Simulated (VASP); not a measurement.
## Zn: single point with PBEsol

The system is Zn.

```xyz
1
Lattice="-1.5690 1.5690 1.5690 1.5690 -1.5690 1.5690 1.5690 1.5690 -1.5690" Properties=species:S:1:pos:R:3 pbc="T T T"
Zn    0.0000    0.0000    0.0000
```

This cell differs from its parent crystal: volume scaled by 1.08.

| Item | Value |
| --- | --- |
| Program | VASP 6.6.1 |
| Task | single point |
| Functional | PBEsol |
| Potentials or basis | VASP PAW PBE potentials, release 64 (Zn) |
| Cutoff | 520 eV |
| k mesh | 16 × 16 × 16 |
| Occupations | fermi-dirac, width 0.1 eV |
| Spin | no spin polarisation |
| Dipole correction | no |
| Further INCAR settings | ALGO = Normal; EDIFF = 1e-06; NBANDS = 12 |

- Pressure: -4.6 GPa
- Band gap on the k mesh: zero (band 6 reaches 7.08 eV, above the bottom of band 7 at 1.92 eV)

Levels at points of the mesh, in eV from the Fermi level:
```
           k point  band 4  band 5  band 6  band 7  band 8  band 9
(0.00, 0.00, 0.00)   -7.74   -7.24   -7.24   18.91   18.91   18.91
(0.50, 0.00, 0.00)   -7.21   -6.91   -2.68   -1.02   11.22   12.62
(0.50, 0.50, 0.50)   -6.99   -6.99    4.14    4.14    4.14    7.41
```

It took 27 s on 1 thread of Intel Xeon 8259CL, on a shared host, peak memory 0.14 GiB.

Caveat: the PAW data sets were made with another functional, which shifts forces and pressure a little.
